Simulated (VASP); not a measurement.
Crystal: O.

```
O
1.0
     0.00000    2.10755    3.34485
     1.47835    0.00000    3.34485
     1.47835    2.10755    0.00000
O
2
Cartesian
  1.4784 2.1075 0.5827
  1.4784 2.1075 6.1070
```

Program: VASP 6.6.1. Alike in all runs: level PBE; potentials or basis VASP PAW PBE potentials, release 64 (O); no spin polarisation; cell as given; cutoff (eV) 520; smearing fermi-dirac 0.03 eV. Hardware: 1 thread of Intel(R) Xeon(R) Platinum 8488C (Sapphire Rapids), with other jobs on the host.

**Question.** Order these runs on this cell by their wall time, lowest first.
A. task single point; k mesh 4 × 4 × 4
B. task electric field gradients; k mesh 6 × 6 × 6
C. task electric field gradients; k mesh 9 × 9 × 9
D. task electric field gradients; k mesh 17 × 17 × 17

**Answer.** A (4.1 s), B (9.2 s), C (22 s), D (130 s).

Caveats: some runs use coarse meshes; the standard files for N, O and F lose accuracy on very short bonds; spin is off for a triplet molecule.
